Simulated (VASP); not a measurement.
# P (Im-3m) in VASP: a series of runs

P is run at these levels: PBE; tasks: single point.

Everything below comes from runs of VASP 6.6.1. Logs are shortened: lines on timing, memory, paths and dates and some standing lists are left out, and cuts for length are marked.

## (1) The cell of the first run

The structure is cubic, space group Im-3m (No. 229). The conventional cell has a = 3.351 Å, b = 3.351 Å, c = 3.351 Å, α = 90.00°, β = 90.00°, γ = 90.00°. Within 3.8 Å of P (site symmetry m-3m) lie 14 P at 2.90 to 3.35 Å.

## (2) Single point, PBE (Bi replaced by P, lengths x 0.834, strained)

The input, INCAR:

```
ALGO = Normal
EDIFF = 1E-6
ENCUT = 500
GGA = PE
GGA_COMPAT = False
ISIF = 2
ISMEAR = 0
LASPH = True
LCHARG = False
LREAL = False
LWAVE = False
NBANDS = 8
NELM = 120
PREC = Accurate
SIGMA = 0.1
```

The input, KPOINTS:

```
k-points
0
Gamma
  8 8 8
```

The input, POSCAR:

```
P
1.0
   -1.6754286022      1.6754286022      1.6754286022
    1.6754286022     -1.6754286022      1.6754286022
    1.6754286022      1.6754286022     -1.6754286022
P
1
Direct
    0.0000000000      0.0000000000      0.0000000000
```

Potentials or basis: VASP PAW PBE potentials, release 64 (P).

The run is started by

```sh
cat potpaw_PBE.64/P/POTCAR > POTCAR
mpirun -np 1 vasp_std > vasp.out
```

OUTCAR:

```text
EDIFF = 1E-6
   ENCUT = 500
   GGA = PE
   ISIF = 2
   ISMEAR = 0
   LASPH = True
   LREAL = False
   NELM = 120
   PREC = Accurate

 ion  position               nearest neighbor table
   1  0.000  0.000  0.000-

  LATTYP: Found a body centered cubic cell.
 ALAT       =     3.3508572044

  Lattice vectors:

 A1 = (  -1.6754286022,   1.6754286022,   1.6754286022)
 A2 = (   1.6754286022,  -1.6754286022,   1.6754286022)
 A3 = (   1.6754286022,   1.6754286022,  -1.6754286022)

Analysis of symmetry for initial positions (statically):
=====================================================================
 Subroutine PRICEL returns:
 Original cell was already a primitive cell.

 Routine SETGRP: Setting up the symmetry group for a
 body centered cubic supercell.

 Subroutine GETGRP returns: Found 48 space group operations
 (whereof 48 operations were pure point group operations)
 out of a pool of 48 trial point group operations.

The static configuration has the point symmetry O_h .

Analysis of symmetry for dynamics (positions and initial velocities):
=====================================================================
 Subroutine PRICEL returns:
 Original cell was already a primitive cell.

 Routine SETGRP: Setting up the symmetry group for a
 body centered cubic supercell.

 Subroutine GETGRP returns: Found 48 space group operations
 (whereof 48 operations were pure point group operations)
 out of a pool of 48 trial point group operations.

The dynamic configuration has the point symmetry O_h .

 Subroutine INISYM returns: Found 48 space group operations
 (whereof 48 operations are pure point group operations),
 and found     1 'primitive' translations

----------------------------------------------------------------------------------------

                                     Primitive cell

  volume of cell :      18.8121

  direct lattice vectors                    reciprocal lattice vectors
    -1.675428602  1.675428602  1.675428602     0.000000000  0.298431100  0.298431100
     1.675428602 -1.675428602  1.675428602     0.298431100  0.000000000  0.298431100
     1.675428602  1.675428602 -1.675428602     0.298431100  0.298431100  0.000000000

  length of vectors
     2.901927463  2.901927463  2.901927463     0.422045308  0.422045308  0.422045308

  position of ions in fractional coordinates (direct lattice)
     0.000000000  0.000000000  0.000000000

  ion indices of the primitive-cell ions
   primitive index   ion index
                 1           1

----------------------------------------------------------------------------------------

 KPOINTS: k-points

Automatic generation of k-mesh.
 Grid dimensions read from file:
 generate k-points for:    8    8    8

 Generating k-lattice:

  Cartesian coordinates                     Fractional coordinates (reciprocal lattice)
     0.000000000  0.037303887  0.037303887     0.125000000  0.000000000  0.000000000
     0.037303887  0.000000000  0.037303887     0.000000000  0.125000000  0.000000000
     0.037303887  0.037303887  0.000000000     0.000000000  0.000000000  0.125000000

  Length of vectors
     0.052755664  0.052755664  0.052755664

  Shift w.r.t. Gamma in fractional coordinates (k-lattice)
     0.000000000  0.000000000  0.000000000

 Subroutine IBZKPT returns following result:
 ===========================================

 Found     29 irreducible k-points:

 Following reciprocal coordinates:
            Coordinates               Weight
  0.000000  0.000000  0.000000      1.000000
  0.125000  0.000000  0.000000     12.000000
  0.250000  0.000000  0.000000     12.000000
  0.375000  0.000000  0.000000     12.000000
  0.500000  0.000000  0.000000      6.000000
  0.125000  0.125000  0.000000     24.000000
[... 16 lines left out ...]
 -0.250000  0.250000  0.250000      6.000000
 -0.375000  0.375000  0.250000     24.000000
 [... further k-points ...]
   k-points           NKPTS =     29   k-points in BZ     NKDIM =     29   number of bands    NBANDS=      8
   number of dos      NEDOS =    301   number of ions     NIONS =      1
   total plane-waves  NPLWV =  13824
   dimension x,y,z NGX =    24 NGY =   24 NGZ =   24
   dimension x,y,z NGXF=    48 NGYF=   48 NGZF=   48
   ions per type =               1
   NGX,Y,Z   is equivalent  to a cutoff of  13.75, 13.75, 13.75 a.u.
   NGXF,Y,Z  is equivalent  to a cutoff of  27.50, 27.50, 27.50 a.u.
 SYSTEM =  unknown system
   PREC   = accura    normal or accurate (medium, high low for compatibility)
   ISTART =      0    job   : 0-new  1-cont  2-samecut
   ICHARG =      2    charge: 1-file 2-atom 10-const
   ISPIN  =      1    spin polarized calculation?
   LNONCOLLINEAR =      F non collinear calculations
   LSORBIT =      F    spin-orbit coupling
   LASPH  =      T    aspherical Exc in radial PAW
   ENCUT  =  500.0 eV  36.75 Ry    6.06 a.u.   5.29  5.29  5.29*2*pi/ulx,y,z
   NELM   =    120;   NELMIN=  2; NELMDL= -5     # of ELM steps
   EDIFF  = 0.1E-05   stopping-criterion for ELM
   LREAL  =      F    real-space projection
   EDIFFG = 0.1E-04   stopping-criterion for IOM
   NSW    =      0    number of steps for IOM
   IBRION =     -1    ionic relax: 0-MD 1-quasi-New 2-CG
   NFREE  =      0    steps in history (QN), initial steepest desc. (CG)
   ISIF   =      2    stress and relaxation
   ISYM   =      2    0-nonsym 1-usesym 2-fastsym
   POTIM  = 0.5000    time-step for ionic-motion
   TEBEG  =    0.0;   TEEND  =   0.0 temperature during run
   PSTRESS=    0.0 pullay stress
   NELECT =       5.0000    total number of electrons
   NUPDOWN=      -1.0000    fix difference up-down
   EMIN   =  10.00;   EMAX   =-10.00  energy-range for DOS
   EFERMI =   0.00;   METHOD = LEGACY
   ISMEAR =     0;   SIGMA  =   0.10  broadening in eV -4-tet -1-fermi 0-gaus
   EFERMI_NEDOS =   21; number of points for ismear=-14 and -15
   IALGO  =     38    algorithm
   IMIX   =      4    mixing-type and parameters
     AMIX     =   0.40;   BMIX     =  1.00
     AMIX_MAG =   1.60;   BMIX_MAG =  1.00
  volume/ion in A,a.u.               =      18.81       126.95
  Fermi-wavevector in a.u.,A,eV,Ry     =   1.052573  1.989075 15.074031  1.107910
  Thomas-Fermi vector in A             =   2.187661
   LORBIT       =      0    0 simple, 1 ext, 2 COOP (PROOUT), +10 PAW based schemes
   GGA     = PE    functional components
   LHFCALC =     F    Hartree Fock is set to
   AEXX    =    0.0000 exact exchange contribution
   IVDW    =     0    specifies the selected vdW correction
   LEPSILON=     F    determine dielectric tensor
   LRPA    =     F    only Hartree local field effects (RPA)
 non-spin polarized calculation
 Gauss-broadening in eV      SIGMA  =   0.10
  energy-cutoff  :      500.00
  volume of cell :       18.81
 maximum number of plane-waves:       490
 NGX is ok and might be reduce to    24
   NGX = 11   NGY = 11   NGZ = 11

 number of electron       5.0000000 magnetization

 Free energy of the ion-electron system (eV)
  ---------------------------------------------------
  ext. energy  EPLUGINS =         0.00000000
  ---------------------------------------------------
  free energy    TOTEN  =        -4.37587222 eV

  energy without entropy =       -4.37100600  energy(sigma->0) =       -4.37343911

 E-fermi :   6.1795     XC(G=0): -10.3631

 val. band max:        6.1065569628   @ k =  -0.2500   0.3750   0.1250
 cond. band min:       6.2502963625   @ k =  -0.2500   0.2500   0.2500
 fundamental gap:      0.1437393997
 Fermi energy:         6.1795135618

 k-point     1 :       0.0000    0.0000    0.0000
  band No.  band energies     occupation
      1      -7.4902      2.00000
      2      11.1971      0.00000
      3      11.1971      0.00000
      4      11.1971      0.00000
      5      17.6737      0.00000
      6      17.6737      0.00000
      7      17.6737      0.00000
      8      20.9572      0.00000

 k-point     2 :       0.1250    0.0000    0.0000
  band No.  band energies     occupation
      1      -7.1205      2.00000
      2       9.3907      0.00000
      3      10.4298      0.00000
      4      11.0486      0.00000
      5      16.7864      0.00000
      6      17.2163      0.00000
      7      19.1230      0.00000
      8      19.9612      0.00000

 k-point     3 :       0.2500    0.0000    0.0000
  band No.  band energies     occupation
      1      -6.0326      2.00000
      2       5.9095      1.99987
      3       9.1753      0.00000
      4      10.6823      0.00000
      5      15.3482      0.00000
      6      15.4113      0.00000
      7      20.7397      0.00000
      8      20.9186      0.00000

 k-point     4 :       0.3750    0.0000    0.0000
  band No.  band energies     occupation
      1      -4.3467      2.00000
      2       2.4741      2.00000
      3       8.2842      0.00000
      4      10.3161      0.00000
      5      14.1398      0.00000
      6      14.3311      0.00000
      7      22.1081      0.00000
      8      22.2203      0.00000

 k-point     5 :       0.5000    0.0000    0.0000
  band No.  band energies     occupation
      1      -3.0033      2.00000
      2       0.5110      2.00000
      3       7.9731      0.00000
      4      10.1667      0.00000
      5      13.7122      0.00000
      6      13.9766      0.00000
      7      23.2245      0.00000
      8      23.6085      0.00000
[... 177 lines left out ...]
 k-point    22 :       0.2500    0.2500    0.2500
  band No.  band energies     occupation
      1      -1.8305      2.00000
      2       3.4610      2.00000
      3       3.4610      2.00000
      4       3.4610      2.00000
      5      21.4080      0.00000
      6      21.4080      0.00000
      7      21.4080      0.00000
      8      24.1767      0.00000

 k-point    23 :      -0.2500    0.2500    0.2500
  band No.  band energies     occupation
      1      -4.6119      2.00000
      2       6.2503      0.31682
      3       6.9495      0.00000
      4       6.9495      0.00000
      5      13.1891      0.00000
      6      19.8429      0.00000
      7      20.1539      0.00000
      8      20.1539      0.00000

 k-point    24 :      -0.3750    0.3750    0.2500
  band No.  band energies     occupation
      1      -2.9913      2.00000
      2       3.6171      2.00000
      3       5.9995      1.98910
      4       6.9420      0.00000
      5      12.6520      0.00000
      6      17.1060      0.00000
      7      19.4800      0.00000
      8      21.0392      0.00000

 [... further k-points ...]
[... 5 lines left out ...]
  --------------------------------------------------------------------------------------
  -------------------------------------------------------------------------------------
  Total       -1.8873523     -1.8873523     -1.8873523     -0.0000000     -0.0000000      0.0000000
  in kB     -160.7406799   -160.7406799   -160.7406799     -0.0000000     -0.0000000      0.0000000
  external PRESSURE =    -160.7406799 kB  Pullay stress =       0.0000000 kB

 VOLUME and BASIS-vectors are now :
 -----------------------------------------------------------------------------
  energy-cutoff  :      500.00
  volume of cell :       18.81
      direct lattice vectors                 reciprocal lattice vectors
    -1.675428602  1.675428602  1.675428602     0.000000000  0.298431100  0.298431100
     1.675428602 -1.675428602  1.675428602     0.298431100  0.000000000  0.298431100
     1.675428602  1.675428602 -1.675428602     0.298431100  0.298431100  0.000000000

 POSITION                                       TOTAL-FORCE (eV/Angst)
 -----------------------------------------------------------------------------------
      0.00000      0.00000      0.00000         0.000000     -0.000000     -0.000000
 -----------------------------------------------------------------------------------
    total drift:                                0.000000     -0.000000      0.000000

  FREE ENERGIE OF THE ION-ELECTRON SYSTEM (eV)
  ---------------------------------------------------
  free  energy   TOTEN  =        -4.3758722158 eV

  energy  without entropy=       -4.3710060036  energy(sigma->0) =       -4.37343911
```

It took 4.2 s on 1 thread of Intel Xeon 8259CL, shared host; peak memory 0.13 GiB.

Results:

* Free energy: -4.3759 eV
* Pressure: -16.1 GPa

Caveat: the cell differs from its parent crystal (Bi replaced by P, lengths x 0.834, strained).

## (3) Single point, PBE (Bi replaced by P, lengths x 0.834, strained)

The input, INCAR:

```
PREC = Accurate
ENCUT = 500
EDIFF = 1E-6
ISMEAR = 0
SIGMA = 0.1
LREAL = F
LASPH = T
NELM = 120
ALGO = Normal
ISIF = 2
LWAVE = F
LCHARG = F
GGA = PE
NBANDS = 8
GGA_COMPAT = F
```

The input, KPOINTS:

```
Automatic mesh
0
Gamma
  18 18 18
```

POSCAR is that of step 2.

Potentials or basis: VASP PAW PBE potentials, release 64 (P).

The run is started by

```sh
cat potpaw_PBE.64/P/POTCAR > POTCAR
mpirun -np 1 vasp_std > vasp.out
```

Wall time 16 s (1 thread of Intel Xeon 8259CL, shared host); peak memory 0.15 GiB.

Results (log left out):

* Free energy: -4.3994 eV
* Pressure: -15.9 GPa

Levels at points of the mesh, in eV from the Fermi level:
```
           k point  band 1  band 2  band 3  band 4  band 5  band 6  band 7
(0.00, 0.00, 0.00)  -13.81    4.87    4.87    4.87   11.35   11.35   11.35
(0.50, 0.00, 0.00)   -9.33   -5.81    1.65    3.84    7.39    7.65   16.90
(0.50, 0.50, 0.50)   -5.89   -1.96   -1.96   -1.96    3.66    3.66   20.51
```

Caveat: the cell differs from its parent crystal (Bi replaced by P, lengths x 0.834, strained).
